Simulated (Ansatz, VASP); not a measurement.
## Ti: VASP beside Ansatz

```
CELL_PARAMETERS angstrom
3.01729 0.00000 0.00000
-1.50864 2.61304 0.00000
0.00000 0.00000 4.78675
ATOMIC_POSITIONS crystal
Ti 0.33333 0.66667 0.25000
Ti 0.66667 0.33333 0.75000
```

Alike in both runs: task single point; functional PBE; k mesh 9 × 9 × 5; occupations fermi-dirac, width 0.05 eV; no spin polarisation.

|  | VASP | Ansatz |
| --- | --- | --- |
| version | VASP 6.6.1 | Ansatz 0.2.0 |
| potentials or method | VASP PAW PBE potentials, release 64 (Ti_sv), cutoff 520 eV | plane waves, PAW |
| valence electrons in the cell | 24 | 24 |

VASP gave:

- pressure (GPa): -8.1
- traceless stress, the component that is largest in VASP (GPa): -0.50

**Question.** Estimate Ansatz's values.

**Answer.** Pressure (GPa): -7.9; traceless stress, the component that is largest in VASP (GPa): -0.50.

With one functional, cell and mesh, what is left measures potentials, basis and numerics. Ansatz's warnings: structure snapped to symmetry.
